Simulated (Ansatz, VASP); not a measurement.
Two plane-wave programs on Ga4SbAs3

```
CELL_PARAMETERS angstrom
5.77658 0.00000 0.00000
0.00000 -5.77658 0.00000
0.00000 0.00000 -5.77658
ATOMIC_POSITIONS crystal
Ga 0.99160 0.50840 0.50840
Ga 0.50840 0.99160 0.50840
Ga 0.50840 0.50840 0.99160
Ga 0.99160 0.99160 0.99160
Sb 0.25000 0.25000 0.25000
As 0.75000 0.75000 0.25000
As 0.75000 0.25000 0.75000
As 0.25000 0.75000 0.75000
```

Alike in both runs: functional PBEsol; k mesh 6 × 6 × 6; occupations gaussian, width 0.1 eV; no spin polarisation.

Ansatz relaxed the structure, and its values are those at the end. VASP's run is a single point on that final structure, the one shown.

```csv
,VASP,Ansatz
version,VASP 6.6.1,Ansatz 0.2.0
potentials or method,"VASP PAW PBE potentials, release 64 (Ga_d, Sb, As), cutoff 520 eV","scalar-relativistic, plane waves, PAW"
valence electrons in the cell,72,112
```

|  | VASP | Ansatz | Ansatz less VASP |
| --- | --- | --- | --- |
| gap on the k mesh at the Fermi level (eV) | none | none | - |
| pressure (GPa) | 0.1 | 0.0 | -0.07 |

VASP's potentials were made for PBE, not for PBEsol. A gap of «none» marks a metal or a gap that the smearing closes. The functional is the same, so the differences come from potentials, cutoffs and numerics. VASP's potentials hold 72 valence electrons a cell and Ansatz's 112, so a difference there can come from the potentials and not from the codes.

Neither program's run includes spin-orbit coupling.
